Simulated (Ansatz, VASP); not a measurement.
## Ba: VASP beside Ansatz

```xyz
1
Lattice="-2.5065 2.5065 2.5065 2.5065 -2.5065 2.5065 2.5065 2.5065 -2.5065" Properties=species:S:1:pos:R:3 pbc="T T T"
Ba    0.0000    0.0000    0.0000
```

Alike in both runs: task single point; functional PBE; k mesh 12 × 12 × 12; occupations gaussian, width 0.1 eV; no spin polarisation.

```csv
,VASP,Ansatz
version,VASP 6.6.1,Ansatz 0.2.0
potentials or method,"VASP PAW PBE potentials, release 64 (Ba_sv), cutoff 520 eV","scalar-relativistic, plane waves, PAW"
valence electrons in the cell,10,10
```

|  | VASP | Ansatz | Ansatz less VASP |
| --- | --- | --- | --- |
| gap on the k mesh at the Fermi level (eV) | none | none | - |
| pressure (GPa) | 0.1 | 0.0 | -0.05 |

A gap of «none» marks a metal or a gap that the smearing closes.

Neither program's run includes spin-orbit coupling.
